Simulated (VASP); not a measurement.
Write the native input for VASP 6.6.1 that does the following.

| Property | Result |
| --- | --- |
| Task | single point |
| Functional | PBEsol |
| Potentials or basis | VASP PAW PBE potentials, release 64 (Hf_pv, N) |
| Cutoff | 520 eV |
| k mesh | 10 × 10 × 5 |
| Occupations | fermi-dirac, width 0.05 eV |
| Spin | no spin polarisation |
| Dipole correction | no |
| Further INCAR settings | ALGO = Normal; EDIFF = 1e-07; NBANDS = 23 |

The structure of HfN lies in POSCAR:

```
HfN
1.0
    3.1546629845      0.0000000000      0.0000000000
   -1.5773314923      2.7320182850      0.0000000000
    0.0000000000      0.0000000000      5.4526413994
Hf N
2 2
Direct
    0.3333333333      0.6666666667      0.2500000000
    0.6666666667      0.3333333333      0.7500000000
    0.0000000000      0.0000000000      0.5000000000
    0.0000000000      0.0000000000      0.0000000000
```

This cell differs from its parent crystal: volume scaled by 1.02.

One way to write it, as run:

INCAR

```
SYSTEM = HfN
PREC = Accurate
ENCUT = 520
EDIFF = 1E-7
ISMEAR = -1
SIGMA = 0.05
LREAL = .False.
LASPH = .True.
NELM = 60
ALGO = Normal
ISIF = 2
LWAVE = .False.
LCHARG = .False.
GGA = PS
NBANDS = 23
```

KPOINTS

```
regular mesh
0
Gamma
  10 10 5
  0 0 0
```

Potentials or basis: VASP PAW PBE potentials, release 64 (Hf_pv, N).

Run with:

```console
$ cat potpaw_PBE.64/Hf_pv/POTCAR potpaw_PBE.64/N/POTCAR > POTCAR
$ mpirun -np 1 vasp_std > vasp.out
```

It gave:

The pressure is -9.6 GPa and the band gap on the k mesh is zero (band 15 reaches 8.96 eV, above the bottom of band 16 at 7.34 eV).

Caveat: the PAW data sets were made with another functional, which shifts forces and pressure a little; spin-orbit coupling is left out, which moves the levels of the heavy elements.

Run time: 16 s on 1 thread of Intel(R) Xeon(R) 6975P-C (Granite Rapids), with other jobs on the host, peak memory 0.18 GiB.
